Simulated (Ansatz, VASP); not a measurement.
One calculation of Mg6F, two programs

```xyz
7
Lattice="3.2034 0.0000 0.0000 -1.6017 7.8153 0.0000 0.0000 0.0000 20.9851" Properties=species:S:1:pos:R:3 pbc="T T T"
Mg    1.6017    5.4612    4.0000
Mg    1.6017    0.3283    4.6117
Mg    0.0000    3.0107    5.2233
Mg    0.0010    5.7949    6.8894
Mg    0.0029    0.6522    7.4337
Mg    1.6026    3.3224    7.9851
F     1.4023    4.2993    9.5751
```

Alike in both runs: task single point; functional PBE; k mesh 9 × 4 × 1; occupations gaussian, width 0.1 eV; no spin polarisation.

|  | VASP | Ansatz |
| --- | --- | --- |
| version | VASP 6.6.1 | Ansatz 0.2.0 |
| potentials or method | VASP PAW PBE potentials, release 64 (Mg, F), cutoff 520 eV | scalar-relativistic, plane waves, PAW |
| valence electrons in the cell | 19 | 67 |

VASP gave:

```
gap on the k mesh at the Fermi level (eV) : none
rms of the force components (eV/Å)        : 0.407
```

Task: What did Ansatz give for the same quantities?

Result: gap on the k mesh at the Fermi level (eV): none; rms of the force components (eV/Å): 0.413.

Atom by atom the forces differ by 0.007 eV/Å (rms over components). A gap of «none» marks a metal or a gap that the smearing closes. The functional is the same, so the differences come from potentials, cutoffs and numerics. VASP's potentials hold 19 valence electrons a cell and Ansatz's 67, so a difference there can come from the potentials and not from the codes. Ansatz's warnings: xc potential rough in thin density.
